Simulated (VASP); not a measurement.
# CdF2 (Fm-3m) in VASP: notebook

Aim: see how the results for CdF2 move with the level of theory and the settings. Levels: PBEsol+D3(BJ), BLYP. Tasks: single point.

Everything below comes from runs of VASP 6.6.1. Logs are shortened: lines on timing, memory, paths and dates and some standing lists are left out, and cuts for length are marked.

## (1) The cell of the first run

It takes space group Fm-3m (No. 225, cubic). Conventional cell: a = 5.283 Å, b = 5.283 Å, c = 5.283 Å, α = 90.00°, β = 90.00°, γ = 90.00°. Cd (site symmetry m-3m) has 8 F at 2.29 Å within 3.0 Å. Within 3.0 Å of F (site symmetry -43m) lie 4 Cd at 2.29 Å and 6 F at 2.64 Å.

## (2) Single point, PBEsol+D3(BJ) (volume scaled by 0.96)

File INCAR:

```
SYSTEM = CdF2
  PREC = Accurate
  ENCUT = 600
  EDIFF = 1E-6
  ISMEAR = 0
  SIGMA = 0.05
  LREAL = .FALSE.
  LASPH = .TRUE.
  NELM = 120
  ALGO = Normal
  ISIF = 2
  LWAVE = .FALSE.
  LCHARG = .FALSE.
  GGA = PS
  IVDW = 12
  NBANDS = 24
  GGA_COMPAT = .FALSE.
```

File KPOINTS:

```
regular mesh
0
G
  8 8 8
  0 0 0
```

File POSCAR:

```
CdF2
1.0
    0.0000000000      2.6416143646      2.6416143646
    2.6416143646      0.0000000000      2.6416143646
    2.6416143646      2.6416143646      0.0000000000
Cd F
1 2
Direct
    0.0000000000      0.0000000000      0.0000000000
    0.2500000000      0.2500000000      0.2500000000
    0.7500000000      0.7500000000      0.7500000000
```

Potentials or basis: VASP PAW PBE potentials, release 64 (Cd_sv_GW, F).

Command:

```
$ cat potpaw_PBE.64/Cd_sv_GW/POTCAR potpaw_PBE.64/F/POTCAR > POTCAR
$ mpirun -np 1 vasp_std > vasp.out
```

OUTCAR:

```text
SYSTEM = CdF2
   PREC = Accurate
   ENCUT = 600
   EDIFF = 1E-6
   ISMEAR = 0
   LREAL = .FALSE.
   LASPH = .TRUE.
   NELM = 120
   ISIF = 2
   GGA = PS
   IVDW = 12
 IVDW          = 12

 ion  position               nearest neighbor table
   1  0.000  0.000  0.000-
   2  0.250  0.250  0.250-
   3  0.750  0.750  0.750-

  LATTYP: Found a face centered cubic cell.
 ALAT       =     5.2832287292

  Lattice vectors:

 A1 = (   0.0000000000,   2.6416143646,   2.6416143646)
 A2 = (   2.6416143646,   0.0000000000,   2.6416143646)
 A3 = (   2.6416143646,   2.6416143646,   0.0000000000)

Analysis of symmetry for initial positions (statically):
=====================================================================
 Subroutine PRICEL returns:
 Original cell was already a primitive cell.

 Routine SETGRP: Setting up the symmetry group for a
 face centered cubic supercell.

 Subroutine GETGRP returns: Found 48 space group operations
[... 9 lines left out ...]

 Routine SETGRP: Setting up the symmetry group for a
 face centered cubic supercell.

 Subroutine GETGRP returns: Found 48 space group operations
[... 11 lines left out ...]
                                     Primitive cell

  volume of cell :      36.8670

  direct lattice vectors                    reciprocal lattice vectors
     0.000000000  2.641614365  2.641614365    -0.189278195  0.189278195  0.189278195
     2.641614365  0.000000000  2.641614365     0.189278195 -0.189278195  0.189278195
     2.641614365  2.641614365  0.000000000     0.189278195  0.189278195 -0.189278195

  length of vectors
     3.735806861  3.735806861  3.735806861     0.327839451  0.327839451  0.327839451

  position of ions in fractional coordinates (direct lattice)
     0.000000000  0.000000000  0.000000000
     0.250000000  0.250000000  0.250000000
     0.750000000  0.750000000  0.750000000

  ion indices of the primitive-cell ions
   primitive index   ion index
                 1           1
                 2           2
                 3           3

----------------------------------------------------------------------------------------

 KPOINTS: regular mesh

Automatic generation of k-mesh.
 Grid dimensions read from file:
 generate k-points for:    8    8    8

 Generating k-lattice:

  Cartesian coordinates                     Fractional coordinates (reciprocal lattice)
    -0.023659774  0.023659774  0.023659774     0.125000000  0.000000000  0.000000000
[... 56 lines left out ...]
   LASPH  =      T    aspherical Exc in radial PAW
   ENCUT  =  600.0 eV  44.10 Ry    6.64 a.u.   7.46  7.46  7.46*2*pi/ulx,y,z
   NELM   =    120;   NELMIN=  2; NELMDL= -5     # of ELM steps
   EDIFF  = 0.1E-05   stopping-criterion for ELM
   LREAL  =      F    real-space projection
   EDIFFG = 0.1E-04   stopping-criterion for IOM
   NSW    =      0    number of steps for IOM
   IBRION =     -1    ionic relax: 0-MD 1-quasi-New 2-CG
   NFREE  =      0    steps in history (QN), initial steepest desc. (CG)
   ISIF   =      2    stress and relaxation
   ISYM   =      2    0-nonsym 1-usesym 2-fastsym
   POTIM  = 0.5000    time-step for ionic-motion
   TEBEG  =    0.0;   TEEND  =   0.0 temperature during run
   PSTRESS=    0.0 pullay stress
   NELECT =      34.0000    total number of electrons
   NUPDOWN=      -1.0000    fix difference up-down
   EMIN   =  10.00;   EMAX   =-10.00  energy-range for DOS
   EFERMI =   0.00;   METHOD = LEGACY
   ISMEAR =     0;   SIGMA  =   0.05  broadening in eV -4-tet -1-fermi 0-gaus
   EFERMI_NEDOS =   21; number of points for ismear=-14 and -15
   IALGO  =     38    algorithm
   IMIX   =      4    mixing-type and parameters
     AMIX     =   0.40;   BMIX     =  1.00
     AMIX_MAG =   1.60;   BMIX_MAG =  1.00
  volume/ion in A,a.u.               =      12.29        82.93
  Fermi-wavevector in a.u.,A,eV,Ry     =   1.593511  3.011299 34.548963  2.539277
  Thomas-Fermi vector in A             =   2.691730
   LORBIT       =      0    0 simple, 1 ext, 2 COOP (PROOUT), +10 PAW based schemes
   GGA     = PS    functional components
   LHFCALC =     F    Hartree Fock is set to
   AEXX    =    0.0000 exact exchange contribution
   IVDW    =    12    specifies the selected vdW correction
   LEPSILON=     F    determine dielectric tensor
   LRPA    =     F    only Hartree local field effects (RPA)
 non-spin polarized calculation
 Gauss-broadening in eV      SIGMA  =   0.05
  energy-cutoff  :      600.00
  volume of cell :       36.87
 maximum number of plane-waves:      1249
 NGX is ok and might be reduce to    30
   NGX = 15   NGY = 15   NGZ = 15

 number of electron      34.0000018 magnetization

 Free energy of the ion-electron system (eV)
  ---------------------------------------------------
  ext. energy  EPLUGINS =         0.00000000
  ---------------------------------------------------
  free energy    TOTEN  =       -11.66979238 eV

  energy without entropy =      -11.66979238  energy(sigma->0) =      -11.66979238

 E-fermi :   1.3790     XC(G=0): -11.2000

 val. band max:        1.0979734802   @ k =  -0.2500   0.5000   0.2500
 cond. band min:       4.2223302915   @ k =   0.0000   0.0000   0.0000
 fundamental gap:      3.1243568113
 Fermi energy:         1.3790055579

 k-point     1 :       0.0000    0.0000    0.0000
  band No.  band energies     occupation
      1     -97.0958      2.00000
      2     -58.2291      2.00000
      3     -58.2291      2.00000
      4     -58.2291      2.00000
      5     -19.9699      2.00000
      6     -18.6615      2.00000
[... 637 lines left out ...]
     23      19.9925      0.00000
     24      23.1853      0.00000

 [... further k-points ...]

------------------------ aborting loop because EDIFF is reached ----------------------------------------

 Edisp (eV)   -0.43562

 E8    (eV) :    -0.2611

  FORCE on cell =-STRESS in cart. coord.  units (eV):
  Direction    XX          YY          ZZ          XY          YZ          ZX
  --------------------------------------------------------------------------------------
  -------------------------------------------------------------------------------------
  Total       1.01265     1.01265     1.01265    -0.00000     0.00000     0.00000
  in kB      44.00796    44.00796    44.00796    -0.00000     0.00000     0.00000
  external pressure =       44.01 kB  Pullay stress =        0.00 kB

 VOLUME and BASIS-vectors are now :
 -----------------------------------------------------------------------------
  energy-cutoff  :      600.00
  volume of cell :       36.87
      direct lattice vectors                 reciprocal lattice vectors
     0.000000000  2.641614365  2.641614365    -0.189278195  0.189278195  0.189278195
     2.641614365  0.000000000  2.641614365     0.189278195 -0.189278195  0.189278195
     2.641614365  2.641614365  0.000000000     0.189278195  0.189278195 -0.189278195

 POSITION                                       TOTAL-FORCE (eV/Angst)
 -----------------------------------------------------------------------------------
      0.00000      0.00000      0.00000         0.000000     -0.000000      0.000000
      1.32081      1.32081      1.32081         0.000000      0.000000      0.000000
      3.96242      3.96242      3.96242        -0.000000     -0.000000     -0.000000
 -----------------------------------------------------------------------------------
    total drift:                                0.000000     -0.000000     -0.000000

  FREE ENERGIE OF THE ION-ELECTRON SYSTEM (eV)
  ---------------------------------------------------
  free  energy   TOTEN  =       -12.1054084914 eV

  energy  without entropy=      -12.1054084914  energy(sigma->0) =      -12.10540849
```

Wall time 17 s (1 thread of Intel Xeon 6975P-C (Granite Rapids), shared host); peak memory 0.2 GiB.

What came out:

```
Free energy                : -12.1054 eV
Pressure                   : 4.4 GPa
Band gap on the k mesh     : 3.12 eV, indirect (least direct gap 3.53 eV)
Dispersion energy per atom : -0.145 eV
```

Caveat: the PAW data sets were made with another functional, which shifts forces and pressure a little.

## (3) Single point, PBEsol+D3(BJ) (volume scaled by 0.98)

File INCAR:

```
SYSTEM = CdF2
PREC     = Accurate       ! precision mode
ENCUT    = 600            ! plane-wave cutoff, eV
EDIFF    = 1E-6           ! SCF threshold, eV
ISMEAR   = 0              ! smearing method
SIGMA    = 0.05           ! smearing width, eV
LREAL    = .FALSE.        ! projectors in reciprocal space
LASPH    = .TRUE.         ! aspherical terms in the spheres
NELM     = 120            ! most SCF steps
ALGO     = Normal         ! electronic algorithm
ISIF     = 2              ! what is computed and relaxed
LWAVE    = .FALSE.        ! write WAVECAR
LCHARG   = .FALSE.        ! write CHGCAR
GGA      = PS             ! functional
IVDW     = 12             ! dispersion correction
NBANDS   = 24             ! bands
GGA_COMPAT= .FALSE.
```

File KPOINTS:

```
Automatic mesh
0
G
  8 8 8
  0 0 0
```

File POSCAR:

```
CdF2
1.0
    0.0000000000      2.6598329704      2.6598329704
    2.6598329704      0.0000000000      2.6598329704
    2.6598329704      2.6598329704      0.0000000000
Cd F
1 2
Direct
    0.0000000000      0.0000000000      0.0000000000
    0.2500000000      0.2500000000      0.2500000000
    0.7500000000      0.7500000000      0.7500000000
```

Potentials or basis: VASP PAW PBE potentials, release 64 (Cd_sv_GW, F).

Command:

```
$ cat potpaw_PBE.64/Cd_sv_GW/POTCAR potpaw_PBE.64/F/POTCAR > POTCAR
$ mpirun -np 1 vasp_std > vasp.out
```

It took 17 s on 1 thread of Intel Xeon 6975P-C (Granite Rapids), shared host; peak memory 0.2 GiB.

Results (log left out):

```yaml
Free_energy: -12.1238 eV
Pressure: 1.7 GPa
Band_gap_on_the_k_mesh: 3.05 eV, indirect (least direct gap 3.49 eV)
Dispersion_energy_per_atom: -0.142 eV
```

Levels at points of the mesh, in eV from the valence-band top:
| k point | band 13 | band 14 | band 15 | band 16 | band 17 | band 18 | band 19 | band 20 | band 21 | band 22 |
| --- | --- | --- | --- | --- | --- | --- | --- | --- | --- | --- |
| (0.00, 0.00, 0.00) | -1.10 | -1.10 | -0.44 | -0.44 | -0.44 | 3.05 | 12.67 | 12.67 | 12.67 | 17.74 |
| (0.50, 0.00, 0.00) | -2.51 | -2.03 | -2.03 | -0.36 | -0.36 | 7.36 | 9.08 | 14.66 | 14.66 | 18.26 |
| (0.50, 0.50, 0.00) | -3.23 | -3.15 | -0.60 | -0.10 | -0.10 | 8.20 | 9.69 | 11.77 | 14.45 | 14.45 |

Caveat: the PAW data sets were made with another functional, which shifts forces and pressure a little. A k mesh can miss the band edges.

## (4) Single point, BLYP (volume scaled by 1.04)

File INCAR:

```
SYSTEM = CdF2
PREC     = Accurate       ! precision mode
ENCUT    = 520            ! plane-wave cutoff, eV
EDIFF    = 1E-6           ! SCF threshold, eV
ISMEAR   = 0              ! smearing method
SIGMA    = 0.05           ! smearing width, eV
LREAL    = .False.        ! projectors in reciprocal space
LASPH    = .True.         ! aspherical terms in the spheres
NELM     = 100            ! most SCF steps
ALGO     = Normal         ! electronic algorithm
ISIF     = 2              ! what is computed and relaxed
LWAVE    = .False.        ! write WAVECAR
LCHARG   = .False.        ! write CHGCAR
GGA      = B5             ! functional
ALDAX    = 1.0          
AGGAX    = 1.0          
AGGAC    = 1.0          
ALDAC    = 0.0          
NBANDS   = 20             ! bands
```

File KPOINTS:

```
regular mesh
0
Gamma
  8 8 8
  0 0 0
```

File POSCAR:

```
CdF2
1.0
    0.0000000000      2.8028300454      2.8028300454
    2.8028300454      0.0000000000      2.8028300454
    2.8028300454      2.8028300454      0.0000000000
Cd F
1 2
Direct
    0.0000000000      0.0000000000      0.0000000000
    0.2500000000      0.2500000000      0.2500000000
    0.7500000000      0.7500000000      0.7500000000
```

Potentials or basis: VASP PAW PBE potentials, release 64 (Cd, F).

Command:

```
$ cat potpaw_PBE.64/Cd/POTCAR potpaw_PBE.64/F/POTCAR > POTCAR
$ mpirun -np 1 vasp_std > vasp.out
```

Wall time 36 s (1 thread of Intel Xeon 6975P-C, shared host); peak memory 0.17 GiB.

Results (log left out):

```yaml
Free_energy: -10.3631 eV
Pressure: -2.8 GPa
Band_gap_on_the_k_mesh: 2.70 eV, indirect (least direct gap 3.30 eV)
```

Levels at points of the mesh, in eV from the valence-band top:
| k point | band 10 | band 11 | band 12 | band 13 | band 14 | band 15 | band 16 | band 17 |
| --- | --- | --- | --- | --- | --- | --- | --- | --- |
| (0.00, 0.00, 0.00) | -0.71 | -0.60 | -0.60 | -0.60 | 2.70 | 12.12 | 12.12 | 12.12 |
| (0.50, 0.00, 0.00) | -1.43 | -1.43 | -0.44 | -0.44 | 6.27 | 8.82 | 13.47 | 13.47 |
| (0.50, 0.50, 0.00) | -2.37 | -0.31 | -0.07 | -0.07 | 7.00 | 9.09 | 11.79 | 13.24 |

Caveat: the PAW data sets were made with another functional, which shifts forces and pressure a little.

## (5) The runs side by side

| level | potentials or basis | cell | cutoff (eV) | second run | gap on the mesh (eV) | pressure (GPa) |
| --- | --- | --- | --- | --- | --- | --- |
| PBEsol+D3(BJ) | VASP PAW PBE potentials, release 64 (Cd_sv_GW, F) | a = 3.736 Å, angles 60.0°, 3 atoms | 600 | valence_matched | 3.12 | 4.4 |
| PBEsol+D3(BJ) | VASP PAW PBE potentials, release 64 (Cd_sv_GW, F) | a = 3.762 Å, angles 60.0°, 3 atoms | 600 | valence_matched | 3.05 | 1.7 |
| BLYP | VASP PAW PBE potentials, release 64 (Cd, F) | a = 3.964 Å, angles 60.0°, 3 atoms | 520 | - | 2.70 | -2.8 |

Alike in all rows: task single point; no spin polarisation; k mesh 8 × 8 × 8; smearing gaussian 0.05 eV.

Caveats: the PAW data sets were made with another functional, which shifts forces and pressure a little.

Absolute energies hang on the potentials; compare differences alone.
